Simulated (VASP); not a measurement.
Cu: single point with PBE

Cu:

```
Cu
1.0
     0.00000    1.75871    1.75871
     1.75871    0.00000    1.75871
     1.75871    1.75871    0.00000
Cu
1
Direct
  0.00000 0.00000 0.00000
```

This cell differs from its parent crystal: volume scaled by 0.91.

```
Program             : VASP 6.6.1
Task                : single point
Functional          : PBE
Potentials or basis : VASP PAW PBE potentials, release 64 (Cu)
Cutoff              : 520 eV
k mesh              : 20 × 20 × 20
Occupations         : gaussian, width 0.1 eV
Spin                : no spin polarisation
```

```
Pressure : 17.4 GPa
```

Levels at points of the mesh, in eV from the Fermi level:
| k point | band 4 | band 5 | band 6 | band 7 | band 8 | band 9 |
| --- | --- | --- | --- | --- | --- | --- |
| (0.00, 0.00, 0.00) | -3.28 | -2.34 | -2.34 | 23.26 | 26.56 | 26.56 |
| (0.50, 0.00, 0.00) | -1.70 | -1.70 | -1.23 | 4.21 | 21.72 | 23.40 |
| (0.50, 0.50, 0.00) | -1.54 | -1.54 | 1.45 | 7.72 | 13.75 | 13.75 |

Wall time 32 s on 1 thread of Intel(R) Xeon(R) Platinum 8259CL CPU @ 2.50GHz (Skylake/Cascade Lake), with other jobs on the host, peak memory 0.14 GiB.
